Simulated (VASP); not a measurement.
BeTe: single point with PBE+D3(BJ)

BeTe:

```
CELL_PARAMETERS angstrom
0.00000 2.79136 2.79136
2.79136 0.00000 2.79136
2.79136 2.79136 0.00000
ATOMIC_POSITIONS crystal
Be 0.00000 0.00000 0.00000
Te 0.25000 0.25000 0.25000
```

- Program: VASP 6.6.1
- Task: single point
- Functional: PBE
- Dispersion: D3(BJ)
- Potentials or basis: VASP PAW PBE potentials, release 64 (Be, Te)
- Cutoff: 600 eV
- k mesh: 6 × 6 × 6
- Occupations: methfessel-paxton, width 0.1 eV
- Spin: no spin polarisation
- Dipole correction: no
- Further INCAR settings: ALGO = Normal; EDIFF = 1e-06; NBANDS = 11

```
Pressure                   : 0.2 GPa
Band gap on the k mesh     : 1.91 eV (least direct gap 3.59 eV)
Dispersion energy per atom : -0.348 eV
```

Levels at points of the mesh, in eV from the valence-band top:
| k point | band 1 | band 2 | band 3 | band 4 | band 5 | band 6 | band 7 | band 8 |
| --- | --- | --- | --- | --- | --- | --- | --- | --- |
| (0.00, 0.00, 0.00) | -12.47 | 0.00 | 0.00 | 0.00 | 3.59 | 3.59 | 3.59 | 4.02 |
| (0.50, 0.00, 0.00) | -11.06 | -5.71 | -1.18 | -1.18 | 3.15 | 4.58 | 4.58 | 7.81 |
| (0.50, 0.50, 0.00) | -10.54 | -5.26 | -2.75 | -2.75 | 1.91 | 2.63 | 9.87 | 9.87 |

It took 7.3 s on 1 thread of Intel(R) Xeon(R) 6975P-C (Granite Rapids), with other jobs on the host, peak memory 0.18 GiB.

Caveat: spin-orbit coupling is left out, which moves the levels of the heavy elements. A hybrid or GW would open this gap; PBE tends to underestimate it.
